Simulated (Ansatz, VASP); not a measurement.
**One calculation of Si4B, two programs**

```
Si B
1.0
    -3.25203    3.25203    1.52656
     3.25203   -3.25203    1.52656
     3.25203    3.25203   -1.52656
Si B
4 1
Direct
  0.76403 0.49947 0.26350
  0.49947 0.23597 0.73544
  0.23597 0.50053 0.73650
  0.50053 0.76403 0.26456
  0.00000 0.00000 0.00000
```

Alike in both runs: functional PBE; k mesh 5 × 5 × 5; occupations gaussian, width 0.2 eV; no spin polarisation.

Ansatz relaxed the structure, and its values are those at the end. VASP's run is a single point on that final structure, the one shown.

```csv
,VASP,Ansatz
version,VASP 6.6.1,Ansatz 0.2.0
potentials or method,"VASP PAW PBE potentials, release 64 (Si, B), cutoff 500 eV","scalar-relativistic, plane waves, PAW"
valence electrons in the cell,19,19
```

```tsv
	VASP	Ansatz	Ansatz less VASP
gap on the k mesh at the Fermi level (eV)	none	none	-
pressure (GPa)	0.2	0.2	+0.06
rms of the force components (eV/Å)	0.005	0.009	+0.0043
```

A gap of «none» marks a metal or a gap that the smearing closes. The functional is the same, so the differences come from potentials, cutoffs and numerics.

The k mesh is coarse, so the values compare programs but aren't converged.
